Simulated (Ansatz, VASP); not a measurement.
## One calculation of Al2Zn, two programs

```
CELL_PARAMETERS angstrom
2.92947 0.00000 0.00000
-1.46474 2.53700 0.00000
0.00000 0.00000 6.59131
ATOMIC_POSITIONS crystal
Al 0.33333 0.66667 0.32822
Al 0.66667 0.33333 0.67178
Zn 0.00000 0.00000 0.00000
```

Alike in both runs: task single point; functional LDA; k mesh 18 × 18 × 8; occupations gaussian, width 0.15 eV; no spin polarisation.

```csv
,VASP,Ansatz
version,VASP 6.6.1,Ansatz 0.2.0
potentials or method,"VASP PAW LDA potentials, release 64 (Al, Zn), cutoff 520 eV","scalar-relativistic, plane waves, PAW"
valence electrons in the cell,18,18
```

|  | VASP | Ansatz | Ansatz less VASP |
| --- | --- | --- | --- |
| gap on the k mesh at the Fermi level (eV) | none | none | - |
| pressure (GPa) | -5.1 | -5.3 | -0.19 |
| traceless stress, the component that is largest in VASP (GPa) | 0.56 | 0.51 | -0.055 |
| rms of the force components (eV/Å) | 0.008 | 0.012 | +0.0044 |

LDA's correlation is that of Perdew and Zunger in VASP and of Perdew and Wang (1992) in Ansatz. Atom by atom the forces differ by 0.004 eV/Å (rms over components). A gap of «none» marks a metal or a gap that the smearing closes.
